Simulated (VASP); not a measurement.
**Pt: single point with PBEsol**

Crystal: Pt.

```
Pt
1.0
     2.49696    0.00000    0.00000
    -1.24848    2.16243    0.00000
     0.00000    0.00000    5.60646
Pt
2
Cartesian
  1.2485 0.7208 4.2048
  0.0000 1.4416 1.4016
```

This isn't the form of Pt at room conditions, which is fcc.

This cell differs from its parent crystal: ratio of the length along z to the lengths across it x 1.3, volume and fractional coordinates fixed.

```json
{"Program": "VASP 6.6.1", "Task": "single point", "Functional": "PBEsol", "Potentials or basis": "VASP PAW PBE potentials, release 64 (Pt)", "Cutoff": "520 eV", "k mesh": "30 × 30 × 14", "Occupations": "gaussian, width 0.15 eV", "Spin": "no spin polarisation", "Dipole correction": "no", "Further INCAR settings": "ALGO = Fast; EDIFF = 1e-06; NBANDS = 17"}
```

The pressure is 36.4 GPa and the band gap on the k mesh is zero (bands 10 and 11 overlap by 2.54 eV).

Stress tensor (GPa, compression positive):
```
 63.77   0.00   0.00
  0.00  63.77   0.00
  0.00   0.00 -18.22
```

Levels at points of the mesh, in eV from the Fermi level:
```csv
k point,band 6,band 7,band 8,band 9,band 10,band 11,band 12,band 13,band 14,band 15
"(0.00, 0.00, 0.00)",-3.95,-3.95,-2.16,-0.23,-0.23,0.27,0.27,1.65,10.76,16.35
"(0.50, 0.00, 0.00)",-1.68,-1.60,-0.45,1.82,1.85,2.58,4.09,7.71,8.88,10.71
"(0.00, 0.00, 0.50)",-4.00,-4.00,-4.00,0.03,0.03,0.03,0.03,6.90,6.90,16.63
"(0.50, 0.00, 0.50)",-1.11,-1.07,-1.07,1.84,1.84,1.99,1.99,8.60,8.60,11.80
```

It took 6.8 min on 1 thread of Intel Xeon 8259CL (shared host), peak memory 0.41 GiB.

Caveat: the cell stands under pressure; the PAW data sets were made with another functional, which shifts forces and pressure a little; spin-orbit coupling is left out, which moves the levels of the heavy elements.
